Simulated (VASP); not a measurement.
AlGaN2: single point with r2SCAN

The system is AlGaN2.

```
Al Ga N
1.0
     3.23510    0.00000    0.00000
     0.00000    3.23510    0.00000
     0.00000    0.00000    4.42384
Al Ga N
1 1 2
Direct
  0.50000 0.50000 0.50000
  0.00000 0.00000 0.00000
  0.50000 0.00000 0.73826
  0.00000 0.50000 0.26174
```

This cell differs from its parent crystal: strain +0.030 along x and y, +0.000 along z.

```yaml
Program: VASP 6.6.1
Task: single point
Functional: r2SCAN
Potentials_or_basis: VASP PAW PBE potentials, release 64 (Al, Ga_d, N_h)
Cutoff: 910 eV
k_mesh: 8 × 8 × 6
Occupations: gaussian, width 0.05 eV
Spin: no spin polarisation
Dipole_correction: no
Further_INCAR_settings: ALGO = Normal; EDIFF = 1e-06; NBANDS = 21
```

The pressure is -10.9 GPa and the largest force is 0.040 eV/Å. The band gap on the k mesh is 2.94 eV.

Forces on the atoms (eV/Å):
```
Al   0.000  0.000  0.000
Ga   0.000  0.000  0.000
N    0.000  0.000 -0.040
N    0.000  0.000  0.040
```

Stress tensor (GPa, compression positive):
```
-12.27   0.00   0.00
  0.00 -12.27   0.00
  0.00   0.00  -8.20
```

Levels at points of the mesh, in eV from the valence-band top:
| k point | band 9 | band 10 | band 11 | band 12 | band 13 | band 14 | band 15 | band 16 | band 17 | band 18 |
| --- | --- | --- | --- | --- | --- | --- | --- | --- | --- | --- |
| (0.00, 0.00, 0.00) | -2.36 | -2.36 | -0.08 | 0.00 | 0.00 | 2.94 | 3.98 | 7.71 | 11.65 | 11.65 |
| (0.50, 0.00, 0.00) | -4.29 | -2.65 | -2.59 | -1.07 | -0.71 | 7.18 | 7.57 | 8.32 | 8.54 | 10.98 |
| (0.50, 0.50, 0.00) | -4.90 | -2.11 | -2.06 | -2.06 | -2.03 | 3.90 | 3.90 | 6.82 | 9.39 | 12.97 |
| (0.00, 0.00, 0.50) | -2.39 | -1.58 | -1.58 | -1.00 | -1.00 | 5.62 | 5.78 | 8.15 | 9.46 | 12.02 |
| (0.50, 0.00, 0.50) | -5.91 | -1.05 | -0.72 | -0.59 | -0.42 | 5.34 | 6.83 | 9.68 | 9.92 | 10.41 |
| (0.50, 0.50, 0.50) | -4.29 | -3.72 | -3.13 | -2.99 | -2.99 | 6.85 | 6.85 | 9.00 | 11.32 | 11.81 |

Wall time 4.4 min on 1 thread of Intel(R) Xeon(R) Platinum 8488C (Sapphire Rapids) (shared host), peak memory 0.32 GiB.

Caveat: the cell differs from its parent crystal (strain +0.030 along x and y, +0.000 along z); the cutoff is under 1.25 times the usual one of these potentials, so pressure, stress and relaxed cells hold a basis-set (Pulay) error; the cell stands under tension; the PAW data sets were made with another functional, which shifts forces and pressure a little.
